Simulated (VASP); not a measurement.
Set up this calculation in VASP 6.6.1, as the native input.

| Property | Result |
| --- | --- |
| Task | single point |
| Functional | PBE |
| Potentials or basis | VASP PAW PBE potentials, release 64 (Mg, O) |
| Cutoff | 520 eV |
| k mesh | 13 × 13 × 13 |
| Occupations | fermi-dirac, width 0.02 eV |
| Spin | no spin polarisation |
| Dipole correction | no |
| Further INCAR settings | ALGO = Normal; EDIFF = 1e-06; NBANDS = 11 |

The structure of MgO (Periclase) lies in POSCAR:

```
MgO
1.0
    0.0000000000      2.0185000000      2.0790550000
    2.0185000000      0.0000000000      2.0790550000
    2.0185000000      2.0185000000      0.0000000000
Mg O
1 1
Direct
    0.0000000000      0.0000000000      0.0000000000
    0.5000000000      0.5000000000      0.5000000000
```

This cell differs from its parent crystal: z stretched by +3 %, then relaxed in part.

These files were run (other wordings do the same):

INCAR

```
PREC = Accurate ; ENCUT = 520
EDIFF = 1E-6 ; ISMEAR = -1
SIGMA = 0.02 ; LREAL = F
LASPH = T ; NELM = 60
ALGO = Normal ; ISIF = 2
LWAVE = F ; LCHARG = F
GGA = PE ; NBANDS = 11
```

KPOINTS

```
Automatic mesh
0
Gamma
  13 13 13
```

Potentials or basis: VASP PAW PBE potentials, release 64 (Mg, O).

Command:

```sh
$ cat potpaw_PBE.64/Mg/POTCAR potpaw_PBE.64/O/POTCAR > POTCAR
$ mpirun -np 1 vasp_std > vasp.out
```

Results of the run:

```
Pressure               : 24.4 GPa
Band gap on the k mesh : 5.70 eV, direct
```

Caveat: the cell differs from its parent crystal (z stretched by +3 %, then relaxed in part).

Run time: 11 s on 1 thread of Intel(R) Xeon(R) 6975P-C (Granite Rapids), with other jobs on the host, peak memory 0.17 GiB.
